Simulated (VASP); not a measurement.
# KBr (Fm-3m) in VASP: notebook

The runs below take KBr through single point, with HSE06, PBE-based screened hybrid with 15 % exact exchange.

All numbers are computed with VASP 6.6.1; they aren't measurements. Logs are shortened: lines on timing, memory, paths and dates and some standing lists are left out, and cuts for length are marked.

### Step 1. The cell of the first run

The structure is cubic, space group Fm-3m (No. 225). The conventional cell has a = 6.604 Å, b = 6.604 Å, c = 6.604 Å, α = 90.00°, β = 90.00°, γ = 90.00°. K (site symmetry m-3m) has 6 Br at 3.30 Å within 4.3 Å. Within 4.3 Å of Br (site symmetry m-3m) lie 6 K at 3.30 Å.

### Step 2. Single point, HSE06

POSCAR reads:

```
KBr
1.0
    0.0000000000      3.3022478341      3.3022478341
    3.3022478341      0.0000000000      3.3022478341
    3.3022478341      3.3022478341      0.0000000000
K Br
1 1
Direct
    0.0000000000      0.0000000000      0.0000000000
    0.5000000000      0.5000000000      0.5000000000
```

INCAR.step1 reads:

```
PREC     = Accurate       # precision mode
ENCUT    = 520            # plane-wave cutoff, eV
EDIFF    = 1E-5           # SCF threshold, eV
ISMEAR   = 0              # smearing method
SIGMA    = 0.01           # smearing width, eV
LREAL    = False          # projectors in reciprocal space
LASPH    = True           # aspherical terms in the spheres
NELM     = 80             # most SCF steps
ALGO     = Normal         # electronic algorithm
ISIF     = 2              # what is computed and relaxed
LWAVE    = True           # write WAVECAR
NBANDS   = 15             # bands
GGA      = PE             # functional
```

INCAR.step2 reads:

```
PREC     = Accurate       # precision mode
ENCUT    = 520            # plane-wave cutoff, eV
EDIFF    = 1E-6           # SCF threshold, eV
ISMEAR   = 0              # smearing method
SIGMA    = 0.01           # smearing width, eV
LREAL    = False          # projectors in reciprocal space
LASPH    = True           # aspherical terms in the spheres
NELM     = 80             # most SCF steps
ALGO     = Normal         # electronic algorithm
ISIF     = 2              # what is computed and relaxed
LWAVE    = False          # write WAVECAR
LCHARG   = True           # write CHGCAR
GGA      = PE             # functional
LHFCALC  = True           # exact exchange
HFSCREEN = 0.2079         # screening, 1/A
PRECFOCK = Normal       
LELF     = True           # ELF
LVHAR    = True         
NBANDS   = 15             # bands
ISTART   = 1
```

KPOINTS reads:

```
Automatic mesh
0
Gamma
  4 4 4
```

Potentials or basis: VASP PAW PBE potentials, release 64 (K_sv, Br).

Launch:

```console
$ cat potpaw_PBE.64/K_sv/POTCAR potpaw_PBE.64/Br/POTCAR > POTCAR
$ cp INCAR.step1 INCAR
$ mpirun -np 1 vasp_std > vasp.out
$ cp INCAR.step2 INCAR
$ mpirun -np 1 vasp_std > vasp.out
```

OUTCAR:

```text
PREC = Accurate
   ENCUT = 520
   EDIFF = 1E-6
   ISMEAR = 0
   LREAL = False
   LASPH = True
   NELM = 80
   ISIF = 2
   GGA = PE
   LHFCALC = True
   HFSCREEN = 0.2079
   PRECFOCK = Normal
   ISTART = 1

 ion  position               nearest neighbor table
   1  0.000  0.000  0.000-   2 3.30   2 3.30   2 3.30   2 3.30   2 3.30   2 3.30
   2  0.500  0.500  0.500-   1 3.30   1 3.30   1 3.30   1 3.30   1 3.30   1 3.30

  LATTYP: Found a face centered cubic cell.
 ALAT       =     6.6044956682

  Lattice vectors:

 A1 = (   0.0000000000,   3.3022478341,   3.3022478341)
 A2 = (   3.3022478341,   0.0000000000,   3.3022478341)
 A3 = (   3.3022478341,   3.3022478341,   0.0000000000)

Analysis of symmetry for initial positions (statically):
=====================================================================
 Subroutine PRICEL returns:
 Original cell was already a primitive cell.

 Routine SETGRP: Setting up the symmetry group for a
 face centered cubic supercell.

 Subroutine GETGRP returns: Found 48 space group operations
 (whereof 48 operations were pure point group operations)
 out of a pool of 48 trial point group operations.

The static configuration has the point symmetry O_h .

Analysis of symmetry for dynamics (positions and initial velocities):
=====================================================================
 Subroutine PRICEL returns:
 Original cell was already a primitive cell.

 Routine SETGRP: Setting up the symmetry group for a
 face centered cubic supercell.

 Subroutine GETGRP returns: Found 48 space group operations
 (whereof 48 operations were pure point group operations)
 out of a pool of 48 trial point group operations.

The dynamic configuration has the point symmetry O_h .

 Subroutine INISYM returns: Found 48 space group operations
 (whereof 48 operations are pure point group operations),
 and found     1 'primitive' translations

----------------------------------------------------------------------------------------

                                     Primitive cell

  volume of cell :      72.0210

  direct lattice vectors                    reciprocal lattice vectors
     0.000000000  3.302247834  3.302247834    -0.151412015  0.151412015  0.151412015
     3.302247834  0.000000000  3.302247834     0.151412015 -0.151412015  0.151412015
     3.302247834  3.302247834  0.000000000     0.151412015  0.151412015 -0.151412015

  length of vectors
     4.670083673  4.670083673  4.670083673     0.262253304  0.262253304  0.262253304

  position of ions in fractional coordinates (direct lattice)
     0.000000000  0.000000000  0.000000000
     0.500000000  0.500000000  0.500000000

  ion indices of the primitive-cell ions
   primitive index   ion index
                 1           1
                 2           2

----------------------------------------------------------------------------------------

 KPOINTS: Automatic mesh

Automatic generation of k-mesh.
 Grid dimensions read from file:
 generate k-points for:    4    4    4

 Generating k-lattice:

  Cartesian coordinates                     Fractional coordinates (reciprocal lattice)
    -0.037853004  0.037853004  0.037853004     0.250000000  0.000000000  0.000000000
     0.037853004 -0.037853004  0.037853004     0.000000000  0.250000000  0.000000000
     0.037853004  0.037853004 -0.037853004     0.000000000  0.000000000  0.250000000

  Length of vectors
     0.065563326  0.065563326  0.065563326

  Shift w.r.t. Gamma in fractional coordinates (k-lattice)
     0.000000000  0.000000000  0.000000000

 Subroutine IBZKPT returns following result:
 ===========================================

 Found      8 irreducible k-points:

 Following reciprocal coordinates:
            Coordinates               Weight
  0.000000  0.000000  0.000000      1.000000
  0.250000  0.000000  0.000000      8.000000
  0.500000  0.000000  0.000000      4.000000
  0.250000  0.250000  0.000000      6.000000
  0.500000  0.250000  0.000000     24.000000
 -0.250000  0.250000  0.000000     12.000000
  0.500000  0.500000  0.000000      3.000000
 -0.250000  0.500000  0.250000      6.000000
   k-points           NKPTS =      8   k-points in BZ     NKDIM =     64   number of bands    NBANDS=     15
   number of dos      NEDOS =    301   number of ions     NIONS =      2
   total plane-waves  NPLWV =  46656
   dimension x,y,z NGX =    36 NGY =   36 NGZ =   36
   dimension x,y,z NGXF=    72 NGYF=   72 NGZF=   72
   ions per type =               1   1
   NGX,Y,Z   is equivalent  to a cutoff of  12.82, 12.82, 12.82 a.u.
   NGXF,Y,Z  is equivalent  to a cutoff of  25.63, 25.63, 25.63 a.u.
 SYSTEM =  unknown system
   PREC   = accura    normal or accurate (medium, high low for compatibility)
   ISTART =      1    job   : 0-new  1-cont  2-samecut
   ICHARG =      0    charge: 1-file 2-atom 10-const
   ISPIN  =      1    spin polarized calculation?
   LNONCOLLINEAR =      F non collinear calculations
   LSORBIT =      F    spin-orbit coupling
   LASPH  =      T    aspherical Exc in radial PAW
   ENCUT  =  520.0 eV  38.22 Ry    6.18 a.u.   8.68  8.68  8.68*2*pi/ulx,y,z
   NELM   =     80;   NELMIN=  2; NELMDL=  0     # of ELM steps
   EDIFF  = 0.1E-05   stopping-criterion for ELM
   LREAL  =      F    real-space projection
   EDIFFG = 0.1E-04   stopping-criterion for IOM
   NSW    =      0    number of steps for IOM
   IBRION =     -1    ionic relax: 0-MD 1-quasi-New 2-CG
   NFREE  =      0    steps in history (QN), initial steepest desc. (CG)
   ISIF   =      2    stress and relaxation
   ISYM   =      3    0-nonsym 1-usesym 2-fastsym
   POTIM  = 0.5000    time-step for ionic-motion
   TEBEG  =    0.0;   TEEND  =   0.0 temperature during run
   PSTRESS=    0.0 pullay stress
   NELECT =      16.0000    total number of electrons
   NUPDOWN=      -1.0000    fix difference up-down
   EMIN   =  10.00;   EMAX   =-10.00  energy-range for DOS
   EFERMI =   0.00;   METHOD = LEGACY
   ISMEAR =     0;   SIGMA  =   0.01  broadening in eV -4-tet -1-fermi 0-gaus
   EFERMI_NEDOS =   21; number of points for ismear=-14 and -15
   IALGO  =     38    algorithm
   IMIX   =      1    mixing-type and parameters
     AMIX     =   0.40;   BMIX     =  1.00
     AMIX_MAG =   1.60;   BMIX_MAG =  1.00
  volume/ion in A,a.u.               =      36.01       243.01
  Fermi-wavevector in a.u.,A,eV,Ry     =   0.991506  1.873674 13.375661  0.983083
  Thomas-Fermi vector in A             =   2.123252
   LORBIT       =      0    0 simple, 1 ext, 2 COOP (PROOUT), +10 PAW based schemes
   GGA     = PE    functional components
   LHFCALC =     T    Hartree Fock is set to
   PRECFOCK=normal    Normal, Fast or Accurate (Low or Medium for compatibility)
   ENCUT4O =  -1.0   cutoff for four orbital integrals eV
   NKREDX  =     1    reduce k-point grid by
   NKREDY  =     1    reduce k-point grid by
   NKREDZ  =     1    reduce k-point grid by
   AEXX    =    0.2500 exact exchange contribution
   HFSCREEN=    0.2079 screening length (either q_TF or 0.3 A-1)
   HFSCREENC=   0.2079 screening length for correlation (either q_TF or 0.3 A-1)
   ENCUTFOCK=  -1.0 apply spherical cutoff to Coloumb kernel
   IVDW    =     0    specifies the selected vdW correction
   LEPSILON=     F    determine dielectric tensor
   LRPA    =     F    only Hartree local field effects (RPA)
 non-spin polarized calculation
 Gauss-broadening in eV      SIGMA  =   0.01
  energy-cutoff  :      520.00
  volume of cell :       72.02
 maximum number of plane-waves:      1964
 NGX is ok and might be reduce to    36
  NGX = 28; NGY = 28; NGZ = 28

 number of electron      15.9999997 magnetization

 Free energy of the ion-electron system (eV)
  ---------------------------------------------------
  ext. energy  EPLUGINS =         0.00000000
  ---------------------------------------------------
  free energy    TOTEN  =        -7.16947551 eV

  energy without entropy =       -7.16947551  energy(sigma->0) =       -7.16947551

 E-fermi :  -2.4648     XC(G=0):  -6.1767

 val. band max:       -2.6208004044   @ k =   0.0000   0.0000   0.0000
 cond. band min:       2.9724360341   @ k =   0.0000   0.0000   0.0000
 fundamental gap:      5.5932364385
 Fermi energy:        -2.4648112814

 k-point     1 :       0.0000    0.0000    0.0000
  band No.  band energies     occupation
      1     -32.5917      2.00000
      2     -15.9416      2.00000
      3     -14.7154      2.00000
      4     -14.7154      2.00000
      5     -14.7154      2.00000
      6      -2.6208      2.00000
      7      -2.6208      2.00000
      8      -2.6208      2.00000
      9       2.9724      0.00000
     10       6.3467      0.00000
     11       6.3467      0.00000
     12       6.3467      0.00000
     13       7.2967      0.00000
     14       7.2967      0.00000
     15      10.1226      0.00000

 k-point     2 :       0.2500    0.0000    0.0000
  band No.  band energies     occupation
      1     -32.5888      2.00000
      2     -16.0335      2.00000
      3     -14.7172      2.00000
      4     -14.7172      2.00000
      5     -14.5794      2.00000
      6      -3.3067      2.00000
      7      -2.7975      2.00000
      8      -2.7975      2.00000
      9       4.2422      0.00000
     10       6.1582      0.00000
     11       7.0911      0.00000
     12       7.0911      0.00000
     13       8.0944      0.00000
     14       8.0944      0.00000
     15      11.2027      0.00000

 k-point     3 :       0.5000    0.0000    0.0000
  band No.  band energies     occupation
      1     -32.5860      2.00000
      2     -16.1112      2.00000
      3     -14.7190      2.00000
      4     -14.7190      2.00000
      5     -14.4564      2.00000
      6      -3.8480      2.00000
      7      -2.9622      2.00000
      8      -2.9622      2.00000
      9       5.1218      0.00000
     10       6.9628      0.00000
     11       8.7520      0.00000
     12       8.7520      0.00000
     13       8.7606      0.00000
     14       8.7606      0.00000
     15       9.8896      0.00000

 k-point     4 :       0.2500    0.2500    0.0000
  band No.  band energies     occupation
      1     -32.5879      2.00000
      2     -15.9812      2.00000
      3     -14.7336      2.00000
      4     -14.7336      2.00000
      5     -14.6253      2.00000
      6      -3.3473      2.00000
      7      -2.7923      2.00000
      8      -2.7923      2.00000
      9       4.4914      0.00000
     10       5.1599      0.00000
     11       7.7612      0.00000
     12       7.8940      0.00000
     13       7.8940      0.00000
     14       8.3968      0.00000
     15      10.7796      0.00000

 k-point     5 :       0.5000    0.2500    0.0000
  band No.  band energies     occupation
      1     -32.5851      2.00000
      2     -15.9859      2.00000
      3     -14.7552      2.00000
      4     -14.7357      2.00000
      5     -14.5971      2.00000
      6      -3.5458      2.00000
      7      -3.1044      2.00000
      8      -2.9450      2.00000
      9       5.2562      0.00000
     10       6.2285      0.00000
     11       7.6372      0.00000
     12       8.5808      0.00000
     13       8.6800      0.00000
     14       9.2577      0.00000
     15      10.0052      0.00000

 k-point     6 :      -0.2500    0.2500    0.0000
  band No.  band energies     occupation
      1     -32.5860      2.00000
      2     -16.0367      2.00000
      3     -14.7564      2.00000
      4     -14.7193      2.00000
      5     -14.5342      2.00000
      6      -3.5687      2.00000
      7      -3.0433      2.00000
      8      -2.9508      2.00000
      9       5.4944      0.00000
     10       6.1036      0.00000
     11       7.5799      0.00000
     12       7.7916      0.00000
     13       8.5401      0.00000
     14       9.5459      0.00000
     15      10.0690      0.00000

 k-point     7 :       0.5000    0.5000    0.0000
  band No.  band energies     occupation
      1     -32.5842      2.00000
      2     -15.8288      2.00000
      3     -14.8078      2.00000
      4     -14.7523      2.00000
      5     -14.7523      2.00000
      6      -3.4856      2.00000
      7      -2.9273      2.00000
      8      -2.9273      2.00000
      9       4.4480      0.00000
     10       5.8614      0.00000
     11       8.1474      0.00000
     12       8.3533      0.00000
     13       8.6820      0.00000
     14       9.9217      0.00000
     15       9.9217      0.00000

 k-point     8 :      -0.2500    0.5000    0.2500
  band No.  band energies     occupation
      1     -32.5842      2.00000
      2     -15.9254      2.00000
      3     -14.7797      2.00000
      4     -14.7797      2.00000
      5     -14.6161      2.00000
      6      -3.2417      2.00000
      7      -3.2417      2.00000
      8      -3.1779      2.00000
      9       6.0292      0.00000
     10       6.0292      0.00000
     11       6.9689      0.00000
     12       7.8896      0.00000
     13       9.5415      0.00000
     14       9.9570      0.00000
     15      10.1666      0.00000

------------------------ aborting loop because EDIFF is reached ----------------------------------------

  FORCE on cell =-STRESS in cart. coord.  units (eV):
  Direction    XX          YY          ZZ          XY          YZ          ZX
  --------------------------------------------------------------------------------------
  -------------------------------------------------------------------------------------
  Total        0.2026008      0.2026008      0.2026008      0.0000000      0.0000000     -0.0000000
  in kB        4.5070531      4.5070531      4.5070531      0.0000000      0.0000000     -0.0000000
  external PRESSURE =       4.5070531 kB  Pullay stress =       0.0000000 kB

 VOLUME and BASIS-vectors are now :
 -----------------------------------------------------------------------------
  energy-cutoff  :      520.00
  volume of cell :       72.02
      direct lattice vectors                 reciprocal lattice vectors
     0.000000000  3.302247834  3.302247834    -0.151412015  0.151412015  0.151412015
     3.302247834  0.000000000  3.302247834     0.151412015 -0.151412015  0.151412015
     3.302247834  3.302247834  0.000000000     0.151412015  0.151412015 -0.151412015

 POSITION                                       TOTAL-FORCE (eV/Angst)
 -----------------------------------------------------------------------------------
      0.00000      0.00000      0.00000        -0.000000     -0.000000     -0.000000
      3.30225      3.30225      3.30225         0.000000      0.000000      0.000000
 -----------------------------------------------------------------------------------
    total drift:                                0.000000      0.000000      0.000000

  FREE ENERGIE OF THE ION-ELECTRON SYSTEM (eV)
  ---------------------------------------------------
  free  energy   TOTEN  =        -7.1694755059 eV

  energy  without entropy=       -7.1694755059  energy(sigma->0) =       -7.16947551
```

Wall time 17 min (1 thread of Intel Xeon 8259CL, shared host); peak memory 0.32 GiB.

What came out:

```
Free energy            : -7.1695 eV
Pressure               : 0.5 GPa
Band gap on the k mesh : 5.59 eV
```

Levels at points of the mesh, in eV from the valence-band top:
```
           k point  band 6  band 7  band 8  band 9  band 10  band 11
(0.00, 0.00, 0.00)    0.00    0.00    0.00    5.59     8.97     8.97
(0.50, 0.00, 0.00)   -1.23   -0.34   -0.34    7.74     9.58    11.37
(0.50, 0.50, 0.00)   -0.86   -0.31   -0.31    7.07     8.48    10.77
```

Caveat: the PAW data sets were made with another functional, which shifts forces and pressure a little.

(Part 1 of 2 ends here.)
